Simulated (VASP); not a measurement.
Write the native input for VASP 6.6.1 that does the following.

```
Task                   : single point
Functional             : PBEsol
Potentials or basis    : VASP PAW PBE potentials, release 64 (Ge_d)
Cutoff                 : 520 eV
k mesh                 : 24 × 24 × 24
Occupations            : gaussian, width 0.15 eV
Spin                   : no spin polarisation
Dipole correction      : no
Further INCAR settings : ALGO = Normal; EDIFF = 1e-06; NBANDS = 21
```

The structure of Ge lies in POSCAR:

```
Ge
1.0
   -2.7560457041      2.3699537046      1.3967991573
    2.7560457041     -2.3699537046      1.3967991573
    2.7560457041      2.3699537046     -1.3967991573
Ge
2
Direct
    0.1246462076      0.8746462076      0.2500000000
    0.8753537924      0.1253537924      0.7500000000
```

This cell differs from its parent crystal: strain +0.0750 x Voigt [1, -1, 0, 0, 0, 0].

One way to write it, as run:

INCAR

```
  PREC = Accurate
  ENCUT = 520
  EDIFF = 1E-6
  ISMEAR = 0
  SIGMA = 0.15
  LREAL = False
  LASPH = True
  NELM = 60
  ALGO = Normal
  ISIF = 2
  LWAVE = False
  LCHARG = True
  GGA = PS
  LELF = True
  LVHAR = True
  NBANDS = 21
```

KPOINTS

```
regular mesh
0
Gamma
  24 24 24
```

Potentials or basis: VASP PAW PBE potentials, release 64 (Ge_d).

The run is started by

```bash
$ cat potpaw_PBE.64/Ge_d/POTCAR > POTCAR
$ mpirun -np 1 vasp_std > vasp.out
```

It gave:

* Pressure: 2.9 GPa
* Largest force: 0.445 eV/Å
* Band gap on the k mesh: zero (band 14 reaches 9.97 eV, above the bottom of band 15 at 3.25 eV)

Caveat: the cell differs from its parent crystal (strain +0.0750 x Voigt [1, -1, 0, 0, 0, 0]); the PAW data sets were made with another functional, which shifts forces and pressure a little.

Run time: 8.9 min on 1 thread of Intel(R) Xeon(R) 6975P-C (Granite Rapids), with other jobs on the host, peak memory 1.1 GiB.
